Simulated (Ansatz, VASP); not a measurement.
Two plane-wave programs on Li2Se

The input INCAR:

```
SYSTEM = Li2Se
PREC     = Accurate       ! precision mode
ENCUT    = 750            ! plane-wave cutoff, eV
EDIFF    = 1E-6           ! SCF threshold, eV
ISMEAR   = 0              ! smearing method
SIGMA    = 0.05           ! smearing width, eV
LREAL    = .FALSE.        ! projectors in reciprocal space
LASPH    = .TRUE.         ! aspherical terms in the spheres
NELM     = 120            ! most SCF steps
ALGO     = Normal         ! electronic algorithm
ISIF     = 2              ! what is computed and relaxed
LWAVE    = .FALSE.        ! write WAVECAR
LCHARG   = .FALSE.        ! write CHGCAR
GGA      = PE             ! functional
NBANDS   = 13             ! bands
GGA_COMPAT= .FALSE.
```

KPOINTS

```
Automatic mesh
0
G
  8 8 8
  0 0 0
```

The input POSCAR:

```
Li2Se
1.0
    0.0000000000      3.1526250000      3.1526250000
    3.1526250000      0.0000000000      3.1526250000
    3.1526250000      3.1526250000      0.0000000000
Li Se
2 1
Direct
    0.2500000000      0.2500000000      0.2500000000
    0.7500000000      0.7500000000      0.7500000000
    0.0000000000      0.0000000000      0.0000000000
```

Input for Ansatz:

```yaml
crystal:
  lattice:
    - [0.0, 3.152625, 3.152625]
    - [3.152625, 0.0, 3.152625]
    - [3.152625, 3.152625, 0.0]
  atoms:
    - { symbol: Li, position: [0.25, 0.25, 0.25] }
    - { symbol: Li, position: [0.75, 0.75, 0.75] }
    - { symbol: Se, position: [0.0, 0.0, 0.0] }
basis:
  ecutwfc: 420
kpoints:
  mp_grid: { grid: [8, 8, 8] }
hamiltonian:
  xc: pbe
scf:
  occupations: { method: gaussian, width: 0.05 }
output:
  forces: true
  stress: true
  eigenvalues: true
  write_density: true
  write_potential: true
  elf: true
  volumetric_format: npy
```

Change from the starting cell: strain +0.050 along x and y, +0.050 along z, atoms carried along.

Alike in both runs: task single point; functional PBE; k mesh 8 × 8 × 8; occupations gaussian, width 0.05 eV; no spin polarisation.

```csv
,VASP,Ansatz
version,VASP 6.6.1,Ansatz 0.2.0
potentials or method,"VASP PAW PBE potentials, release 64 (Li_sv, Se), cutoff 750 eV","scalar-relativistic, plane waves, PAW"
valence electrons in the cell,12,22
```

VASP gave:

| Quantity | Value |
| --- | --- |
| gap on the k mesh at the Fermi level (eV) | 2.81 |
| least direct gap on the mesh (eV) | 2.81 |
| pressure (GPa) | -3.8 |

Which values does Ansatz return?

gap on the k mesh at the Fermi level (eV): 2.81; least direct gap on the mesh (eV): 2.81; pressure (GPa): -3.7.

The functional is the same, so the differences come from potentials, cutoffs and numerics. VASP's potentials hold 12 valence electrons a cell and Ansatz's 22, so a difference there can come from the potentials and not from the codes.
